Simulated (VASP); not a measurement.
# CuO (P-1) in VASP: further runs

Aim: see how the results for CuO move with the level of theory and the settings. Levels: PBE, PBEsol. Tasks: single point.

Everything below comes from runs of VASP 6.6.1. Logs are shortened: lines on timing, memory, paths and dates and some standing lists are left out, and cuts for length are marked.

## 1. The cell of the first run

The typed cell holds 4 atoms: a = 2.860 Å, b = 2.860 Å, c = 5.142 Å, α = 89.81°, β = 89.81°, γ = 89.22°.

## 2. Single point, PBE

INCAR reads:

```
PREC = Accurate ; ENCUT = 700
EDIFF = 1E-6 ; ISMEAR = -1
SIGMA = 0.05 ; LREAL = False
LASPH = True ; NELM = 120
ALGO = Normal ; ISIF = 2
LWAVE = False ; LCHARG = False
GGA = PE ; NBANDS = 33
GGA_COMPAT = False
```

KPOINTS reads:

```
regular mesh
0
Gamma
  9 9 5
```

POSCAR reads:

```
CuO
1.0
    2.8601748718      0.0000000000      0.0000000000
    0.0388105168      2.8599548740      0.0000000000
    0.0173779641      0.0171291597      5.1415976211
Cu O
2 2
Direct
    0.0000000000      0.5000000000      0.0000000000
    0.5000000000      0.0000000000      0.5000000000
    0.9984239700      0.0016717800      0.7498871000
    0.0015760300      0.9983282200      0.2501129000
```

Potentials or basis: VASP PAW PBE potentials, release 64 (Cu_sv_GW, O).

Started as:

```sh
cat potpaw_PBE.64/Cu_sv_GW/POTCAR potpaw_PBE.64/O/POTCAR > POTCAR
mpirun -np 1 vasp_std > vasp.out
```

OUTCAR:

```text
PREC = Accurate
   ENCUT = 700
   EDIFF = 1E-6
   ISMEAR = -1
   LREAL = False
   LASPH = True
   NELM = 120
   ISIF = 2
   GGA = PE

 ion  position               nearest neighbor table
   1  0.000  0.500  0.000-   3 1.92   4 1.92   3 1.92   4 1.92
   2  0.500  0.000  0.500-   3 1.92   4 1.92   4 1.92   3 1.92
   3  0.998  0.002  0.750-   2 1.92   2 1.92   1 1.92   1 1.92
   4  0.002  0.998  0.250-   2 1.92   2 1.92   1 1.92   1 1.92

  LATTYP: Found a base centered monoclinic cell.
 ALAT       =    11.0423039176
 B/A-ratio  =     0.3638182808
 C/A-ratio  =     0.4656324948
 COS(beta)  =    -0.9295148209

  Lattice vectors:

 A1 = (   2.8427969077,  -0.0171291597,  -5.1415976211)
 A2 = (   0.0214325527,   2.8428257143,  -5.1415976211)
 A3 = (   0.0173779641,   0.0171291597,   5.1415976211)

Analysis of symmetry for initial positions (statically):
=====================================================================
 Subroutine PRICEL returns:
 Original cell was already a primitive cell.

 Routine SETGRP: Setting up the symmetry group for a
 base centered monoclinic supercell.

 Subroutine GETGRP returns: Found  2 space group operations
 (whereof  2 operations were pure point group operations)
 out of a pool of  4 trial point group operations.

The static configuration has the point symmetry S_2 .

Analysis of symmetry for dynamics (positions and initial velocities):
=====================================================================
 Subroutine PRICEL returns:
 Original cell was already a primitive cell.

 Routine SETGRP: Setting up the symmetry group for a
 base centered monoclinic supercell.

 Subroutine GETGRP returns: Found  2 space group operations
 (whereof  2 operations were pure point group operations)
 out of a pool of  4 trial point group operations.

The dynamic configuration has the point symmetry S_2 .

 Subroutine INISYM returns: Found  2 space group operations
 (whereof  2 operations are pure point group operations),
 and found     1 'primitive' translations

----------------------------------------------------------------------------------------

                                     Primitive cell

  volume of cell :      42.0581

  direct lattice vectors                    reciprocal lattice vectors
     2.860174872  0.000000000  0.000000000     0.349628972 -0.004744579 -0.001165896
     0.038810517  2.859954874  0.000000000     0.000000000  0.349655867 -0.001164874
     0.017377964  0.017129160  5.141597621     0.000000000  0.000000000  0.194492077

  length of vectors
     2.860174872  2.860218198  5.141655521     0.349663107  0.349657807  0.194492077

  position of ions in fractional coordinates (direct lattice)
     0.000000000  0.500000000  0.000000000
     0.500000000  0.000000000  0.500000000
     0.998423970  0.001671780  0.749887100
     0.001576030  0.998328220  0.250112900

  ion indices of the primitive-cell ions
   primitive index   ion index
                 1           1
                 2           2
                 3           3
                 4           4

----------------------------------------------------------------------------------------

 KPOINTS: regular mesh

Automatic generation of k-mesh.
 Grid dimensions read from file:
 generate k-points for:    9    9    5

 Generating k-lattice:

  Cartesian coordinates                     Fractional coordinates (reciprocal lattice)
     0.038847664 -0.000527175 -0.000129544     0.111111111 -0.000000000  0.000000000
     0.000000000  0.038850652 -0.000129430     0.000000000  0.111111111  0.000000000
     0.000000000  0.000000000  0.038898415     0.000000000  0.000000000  0.200000000

  Length of vectors
     0.038851456  0.038850867  0.038898415

  Shift w.r.t. Gamma in fractional coordinates (k-lattice)
     0.000000000  0.000000000  0.000000000

 Subroutine IBZKPT returns following result:
 ===========================================

 Found    203 irreducible k-points:

 Following reciprocal coordinates:
            Coordinates               Weight
  0.000000  0.000000  0.000000      1.000000
  0.111111  0.000000  0.000000      2.000000
  0.000000 -0.111111  0.000000      2.000000
  0.222222  0.000000  0.000000      2.000000
  0.000000 -0.222222 -0.000000      2.000000
  0.333333 -0.000000  0.000000      2.000000
[... 16 lines left out ...]
 -0.111111  0.111111 -0.000000      2.000000
  0.222222  0.222222  0.000000      2.000000
 [... further k-points ...]
   k-points           NKPTS =    203   k-points in BZ     NKDIM =    203   number of bands    NBANDS=     33
   number of dos      NEDOS =    301   number of ions     NIONS =      4
   total plane-waves  NPLWV =  37632
   dimension x,y,z NGX =    28 NGY =   28 NGZ =   48
   dimension x,y,z NGXF=    56 NGYF=   56 NGZF=   96
   ions per type =               2   2
   NGX,Y,Z   is equivalent  to a cutoff of  16.27, 16.27, 15.52 a.u.
   NGXF,Y,Z  is equivalent  to a cutoff of  32.55, 32.55, 31.04 a.u.
[... 29 lines left out ...]
     AMIX     =   0.40;   BMIX     =  1.00
     AMIX_MAG =   1.60;   BMIX_MAG =  1.00
  volume/ion in A,a.u.               =      10.51        70.96
  Fermi-wavevector in a.u.,A,eV,Ry     =   1.734263  3.277281 40.921795  3.007667
  Thomas-Fermi vector in A             =   2.808092
   LORBIT       =      0    0 simple, 1 ext, 2 COOP (PROOUT), +10 PAW based schemes
   GGA     = PE    functional components
   LHFCALC =     F    Hartree Fock is set to
   AEXX    =    0.0000 exact exchange contribution
   IVDW    =     0    specifies the selected vdW correction
   LEPSILON=     F    determine dielectric tensor
   LRPA    =     F    only Hartree local field effects (RPA)
 non-spin polarized calculation
  energy-cutoff  :      700.00
  volume of cell :       42.06
 maximum number of plane-waves:      1792
 NGX is ok and might be reduce to    28
   NGX = 13   NGY = 13   NGZ = 23

 number of electron      50.0000017 magnetization

 Free energy of the ion-electron system (eV)
  ---------------------------------------------------
  ext. energy  EPLUGINS =         0.00000000
  ---------------------------------------------------
  free energy    TOTEN  =       -19.82033107 eV

  energy without entropy =      -19.80117195  energy(sigma->0) =      -19.81075151

 E-fermi :   5.5693     XC(G=0): -11.9773

 val. band max:        5.5630089769   @ k =   0.4444   0.4444   0.4000
 cond. band min:       5.5931811064   @ k =  -0.1111   0.2222   0.0000
 fundamental gap:      0.0301721295
 Fermi energy:         5.5692609239

 k-point     1 :       0.0000    0.0000    0.0000
  band No.  band energies     occupation
      1    -107.3144      2.00000
      2    -107.3104      2.00000
      3     -64.8142      2.00000
      4     -64.8097      2.00000
      5     -64.7787      2.00000
      6     -64.7690      2.00000
[... 25 lines left out ...]
     32      20.4728      0.00000
     33      21.1045      0.00000

 k-point     2 :       0.1111    0.0000    0.0000
  band No.  band energies     occupation
      1    -107.3142      2.00000
      2    -107.3102      2.00000
      3     -64.8158      2.00000
      4     -64.8095      2.00000
      5     -64.7783      2.00000
      6     -64.7691      2.00000
[... 25 lines left out ...]
     32      20.7122      0.00000
     33      20.9415      0.00000

 k-point     3 :       0.0000   -0.1111    0.0000
  band No.  band energies     occupation
      1    -107.3142      2.00000
      2    -107.3102      2.00000
      3     -64.8141      2.00000
      4     -64.8112      2.00000
      5     -64.7784      2.00000
      6     -64.7690      2.00000
[... 25 lines left out ...]
     32      20.6888      0.00000
     33      20.9705      0.00000

 k-point     4 :       0.2222    0.0000    0.0000
  band No.  band energies     occupation
      1    -107.3140      2.00000
      2    -107.3100      2.00000
      3     -64.8208      2.00000
      4     -64.8093      2.00000
      5     -64.7771      2.00000
      6     -64.7695      2.00000
[... 673 lines left out ...]
     32      19.1958      0.00000
     33      20.9959      0.00000

 k-point    23 :      -0.1111    0.1111   -0.0000
  band No.  band energies     occupation
      1    -107.3140      2.00000
      2    -107.3100      2.00000
      3     -64.8157      2.00000
      4     -64.8111      2.00000
      5     -64.7778      2.00000
      6     -64.7692      2.00000
[... 25 lines left out ...]
     32      19.4661      0.00000
     33      20.8874      0.00000

 k-point    24 :       0.2222    0.2222    0.0000
  band No.  band energies     occupation
      1    -107.3136      2.00000
      2    -107.3096      2.00000
      3     -64.8206      2.00000
      4     -64.8159      2.00000
      5     -64.7759      2.00000
      6     -64.7692      2.00000
[... 25 lines left out ...]
     32      17.8823      0.00000
     33      21.5597      0.00000

 [... further k-points ...]

------------------------ aborting loop because EDIFF is reached ----------------------------------------

  FORCE on cell =-STRESS in cart. coord.  units (eV):
  Direction    XX          YY          ZZ          XY          YZ          ZX
  --------------------------------------------------------------------------------------
  -------------------------------------------------------------------------------------
  Total        1.8304523      1.8150288      1.7329929     -0.0041915      0.0079000      0.0037169
  in kB       69.7299179     69.1423698     66.0172633     -0.1596726      0.3009461      0.1415936
  external PRESSURE =      68.2965170 kB  Pullay stress =       0.0000000 kB

 VOLUME and BASIS-vectors are now :
 -----------------------------------------------------------------------------
  energy-cutoff  :      700.00
  volume of cell :       42.06
      direct lattice vectors                 reciprocal lattice vectors
     2.860174872  0.000000000  0.000000000     0.349628972 -0.004744579 -0.001165896
     0.038810517  2.859954874  0.000000000     0.000000000  0.349655867 -0.001164874
     0.017377964  0.017129160  5.141597621     0.000000000  0.000000000  0.194492077

 POSITION                                       TOTAL-FORCE (eV/Angst)
 -----------------------------------------------------------------------------------
      0.01941      1.42998      0.00000         0.000000      0.000000      0.000000
      1.43878      0.00856      2.57080         0.000000      0.000000      0.000000
      2.86876      0.01763      3.85562         0.001952     -0.003572      0.010735
      0.04760      2.85946      1.28598        -0.001952      0.003572     -0.010735
 -----------------------------------------------------------------------------------
    total drift:                                0.000000      0.000000      0.000000

  FREE ENERGIE OF THE ION-ELECTRON SYSTEM (eV)
  ---------------------------------------------------
  free  energy   TOTEN  =       -19.8203310690 eV

  energy  without entropy=      -19.8011719510  energy(sigma->0) =      -19.81075151
```

It took 7.7 min on 1 thread of Intel Xeon Platinum 8375C at 2.90GHz (Ice Lake), shared host; peak memory 0.51 GiB.

Results:

```yaml
Free_energy: -19.8203 eV
Pressure: 6.8 GPa
Largest_force: 0.011 eV/Å
Band_gap_on_the_k_mesh: zero (bands 25 and 26 overlap by 0.95 eV)
```

Forces on the atoms (eV/Å):
```
Cu   0.000  0.000  0.000
Cu   0.000  0.000  0.000
O    0.002 -0.004  0.011
O   -0.002  0.004 -0.011
```

Caveat: the cell stands under pressure; semilocal functionals often make such compounds metallic where correlation or magnetic order opens a gap, which also shifts bond lengths. With open d or f shells a metallic result of PBE can be an artefact of self-interaction; +U or a hybrid may open a gap.

## 3. Single point, PBEsol

This run uses another cell than the first one, of 10.73 Å³/atom.

INCAR reads:

```
PREC = Accurate
ENCUT = 700
EDIFF = 1E-6
ISMEAR = -1
SIGMA = 0.05
LREAL = F
LASPH = T
NELM = 120
ALGO = Normal
ISIF = 2
LWAVE = F
LCHARG = F
GGA = PS
NBANDS = 33
GGA_COMPAT = F
```

KPOINTS is that of step 2.

POSCAR reads:

```
CuO
1.0
    2.8795009639      0.0000000000      0.0000000000
    0.0390727580      2.8792794796      0.0000000000
    0.0174953863      0.0172449008      5.1763391994
Cu O
2 2
Direct
    0.0000000000      0.5000000000      0.0000000000
    0.5000000000      0.0000000000      0.5000000000
    0.9984239700      0.0016717800      0.7498871000
    0.0015760300      0.9983282200      0.2501129000
```

Potentials or basis: VASP PAW PBE potentials, release 64 (Cu_sv_GW, O).

Started as:

```sh
cat potpaw_PBE.64/Cu_sv_GW/POTCAR potpaw_PBE.64/O/POTCAR > POTCAR
mpirun -np 1 vasp_std > vasp.out
```

It took 3.8 min on 1 thread of Intel Xeon 6975P-C (Granite Rapids), shared host; peak memory 0.52 GiB.

Results (log left out):

| Property | Result |
| --- | --- |
| Free energy | -21.6689 eV |
| Pressure | -4.5 GPa |
| Largest force | 0.012 eV/Å |
| Band gap on the k mesh | zero (bands 25 and 26 overlap by 0.95 eV) |

Forces in eV/Å, atoms in the order of the input:
```
Cu   0.000  0.000  0.000
Cu   0.000  0.000  0.000
O    0.005 -0.007  0.009
O   -0.005  0.007 -0.009
```

Stress tensor (GPa, compression positive):
```
-3.16 -0.09 -0.02
-0.09 -3.20  0.00
-0.02  0.00 -7.05
```

Levels at points of the mesh, in eV from the Fermi level:
```csv
k point,band 21,band 22,band 23,band 24,band 25,band 26,band 27,band 28,band 29,band 30
"(0.00, 0.00, 0.00)",-2.44,-2.40,-2.32,-2.02,0.68,0.71,1.42,6.03,7.28,13.47
```

Caveat: the cell stands under tension; the PAW data sets were made with another functional, which shifts forces and pressure a little; semilocal functionals often make such compounds metallic where correlation or magnetic order opens a gap, which also shifts bond lengths. With open d or f shells a metallic result of PBEsol can be an artefact of self-interaction; +U or a hybrid may open a gap.

## 4. Single point, PBE

This run uses another cell than the first one, of 10.30 Å³/atom.

INCAR reads:

```
PREC     = Accurate       # precision mode
ENCUT    = 700            # plane-wave cutoff, eV
EDIFF    = 1E-6           # SCF threshold, eV
ISMEAR   = -1             # smearing method
SIGMA    = 0.05           # smearing width, eV
LREAL    = F              # projectors in reciprocal space
LASPH    = T              # aspherical terms in the spheres
NELM     = 120            # most SCF steps
ALGO     = Normal         # electronic algorithm
ISIF     = 2              # what is computed and relaxed
LWAVE    = F              # write WAVECAR
LCHARG   = T              # write CHGCAR
GGA      = PE             # functional
LELF     = T              # ELF
LVHAR    = T            
NBANDS   = 33             # bands
GGA_COMPAT= F
```

KPOINTS is that of step 3.

POSCAR reads:

```
CuO
1.0
    2.8405840181      0.0000000000      0.0000000000
    0.0385446830      2.8403655272      0.0000000000
    0.0172589332      0.0170118330      5.1063800938
Cu O
2 2
Direct
    0.0000000000      0.5000000000      0.0000000000
    0.5000000000      0.0000000000      0.5000000000
    0.9984239700      0.0016717800      0.7498871000
    0.0015760300      0.9983282200      0.2501129000
```

Started as:

```sh
cat potpaw_PBE.64/Cu_sv_GW/POTCAR potpaw_PBE.64/O/POTCAR > POTCAR
mpirun -np 1 vasp_std > vasp.out
```

Run time: 8.9 min. Hardware: 1 thread of Intel Xeon Platinum 8259CL at 2.50GHz (Skylake/Cascade Lake), shared host; peak memory 0.5 GiB.

Results (log left out):

```
Free energy            : -19.7559 eV
Pressure               : 11.0 GPa
Largest force          : 0.011 eV/Å
Band gap on the k mesh : zero (bands 25 and 26 overlap by 0.97 eV)
```

Forces in eV/Å, atoms in the order of the input:
```
Cu   0.000  0.000  0.000
Cu   0.000  0.000  0.000
O    0.001 -0.002  0.011
O   -0.001  0.002 -0.011
```

Stress tensor (GPa, compression positive):
```
10.64  0.01  0.03
 0.01 10.57  0.05
 0.03  0.05 11.87
```

Levels at points of the mesh, in eV from the Fermi level:
```
           k point  band 23  band 24  band 25  band 26  band 27  band 28
(0.00, 0.00, 0.00)    -2.48    -2.16     0.69     0.72     1.58     6.19
```

Caveat: the cell stands under pressure; semilocal functionals often make such compounds metallic where correlation or magnetic order opens a gap, which also shifts bond lengths. With open d or f shells a metallic result of PBE can be an artefact of self-interaction; +U or a hybrid may open a gap.

## 5. Single point, PBEsol

This run uses another cell than the first one, of 10.09 Å³/atom.

INCAR reads:

```
SYSTEM = CuO
ALGO = Normal ; EDIFF = 1E-6
ENCUT = 700 ; GGA = PS
GGA_COMPAT = .False. ; ISIF = 2
ISMEAR = -1 ; LASPH = .True.
LCHARG = .True. ; LELF = .True.
LREAL = .False. ; LVHAR = .True.
LWAVE = .False. ; NBANDS = 33
NELM = 120 ; PREC = Accurate
SIGMA = 0.05
```

KPOINTS reads:

```
k-points
0
Gamma
  9 9 5
  0 0 0
```

POSCAR reads:

```
CuO
1.0
    2.8207191443      0.0000000000      0.0000000000
    0.0382751310      2.8205021813      0.0000000000
    0.0171382374      0.0168928653      5.0706699737
Cu O
2 2
Direct
    0.0000000000      0.5000000000      0.0000000000
    0.5000000000      0.0000000000      0.5000000000
    0.9984239700      0.0016717800      0.7498871000
    0.0015760300      0.9983282200      0.2501129000
```

Started as:

```sh
cat potpaw_PBE.64/Cu_sv_GW/POTCAR potpaw_PBE.64/O/POTCAR > POTCAR
mpirun -np 1 vasp_std > vasp.out
```

It took 2.9 min on 1 thread of Intel Xeon 6975P-C (Granite Rapids), shared host; peak memory 0.49 GiB.

The run converged. Its results:

| Item | Value |
| --- | --- |
| Free energy | -21.6072 eV |
| Pressure | 7.3 GPa |
| Largest force | 0.013 eV/Å |
| Band gap on the k mesh | zero (bands 25 and 26 overlap by 1.01 eV) |

Forces in eV/Å, atoms in the order of the input:
```
Cu   0.000  0.000  0.000
Cu   0.000  0.000  0.000
O    0.001 -0.003  0.012
O   -0.001  0.003 -0.012
```

Stress tensor (GPa, compression positive):
```
 7.05 -0.01  0.02
-0.01  6.98  0.04
 0.02  0.04  7.82
```

Levels at points of the mesh, in eV from the Fermi level:
| k point | band 22 | band 23 | band 24 | band 25 | band 26 | band 27 | band 28 | band 29 |
| --- | --- | --- | --- | --- | --- | --- | --- | --- |
| (0.00, 0.00, 0.00) | -2.63 | -2.53 | -2.20 | 0.71 | 0.74 | 1.60 | 6.08 | 7.57 |

Caveat: the cell stands under pressure; the PAW data sets were made with another functional, which shifts forces and pressure a little; semilocal functionals often make such compounds metallic where correlation or magnetic order opens a gap, which also shifts bond lengths.

## 6. Overview

| level | cell | gap on the mesh (eV) | pressure (GPa) | largest force (eV/Å) |
| --- | --- | --- | --- | --- |
| PBE | a = 2.860, b = 2.860, c = 5.142 Å, angles 89.8, 89.8, 89.2°, 4 atoms | none | 6.8 | 0.01 |
| PBEsol | a = 2.880, b = 2.880, c = 5.176 Å, angles 89.8, 89.8, 89.2°, 4 atoms | none | -4.5 | 0.01 |
| PBE | a = 2.841, b = 2.841, c = 5.106 Å, angles 89.8, 89.8, 89.2°, 4 atoms | none | 11.0 | 0.01 |
| PBEsol | a = 2.821, b = 2.821, c = 5.071 Å, angles 89.8, 89.8, 89.2°, 4 atoms | none | 7.3 | 0.01 |

Alike in all rows: task single point; potentials or basis VASP PAW PBE potentials, release 64 (Cu_sv_GW, O); no spin polarisation; k mesh 9 × 9 × 5; cutoff (eV) 700; smearing fermi-dirac 0.05 eV.

Caveats: semilocal functionals often make such compounds metallic where correlation or magnetic order opens a gap, which also shifts bond lengths; the cell stands under pressure (at least some runs); the PAW data sets were made with another functional, which shifts forces and pressure a little (at least some runs); the cell stands under tension (at least some runs).

Absolute energies hang on the potentials; compare differences alone.
